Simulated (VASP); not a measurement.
Set up this calculation in VASP 6.6.1, as the native input.

```yaml
Task: single point
Functional: PBE
Potentials_or_basis: VASP PAW PBE potentials, release 64 (S)
Cutoff: 520 eV
k_mesh: 18 × 18 × 18
Occupations: fermi-dirac, width 0.08 eV
Spin: no spin polarisation
Dipole_correction: no
Further_INCAR_settings: ALGO = Normal; EDIFF = 1e-07; NBANDS = 9
```

The structure of S lies in POSCAR:

```
S
1.0
    0.0000000000      1.7758123202      1.7758123202
    1.7758123202      0.0000000000      1.7758123202
    1.7758123202      1.7758123202      0.0000000000
S
1
Direct
    0.0000000000      0.0000000000      0.0000000000
```

One way to write it, as run:

INCAR

```
SYSTEM = S
  PREC = Accurate
  ENCUT = 520
  EDIFF = 1E-7
  ISMEAR = -1
  SIGMA = 0.08
  LREAL = .False.
  LASPH = .True.
  NELM = 80
  ALGO = Normal
  ISIF = 2
  LWAVE = .False.
  LCHARG = .False.
  GGA = PE
  NBANDS = 9
```

KPOINTS

```
Automatic mesh
0
Gamma
  18 18 18
  0 0 0
```

Potentials or basis: VASP PAW PBE potentials, release 64 (S).

Launch:

```sh
$ cat potpaw_PBE.64/S/POTCAR > POTCAR
$ mpirun -np 1 vasp_std > vasp.out
```

Results of the run:

The pressure is 55.6 GPa and the band gap on the k mesh is zero (band 3 reaches 18.80 eV, above the bottom of band 4 at 8.83 eV).

Run time: 14 s on 1 thread of AMD EPYC 7R13 Processor (Zen 3) (shared host), peak memory 0.1 GiB.
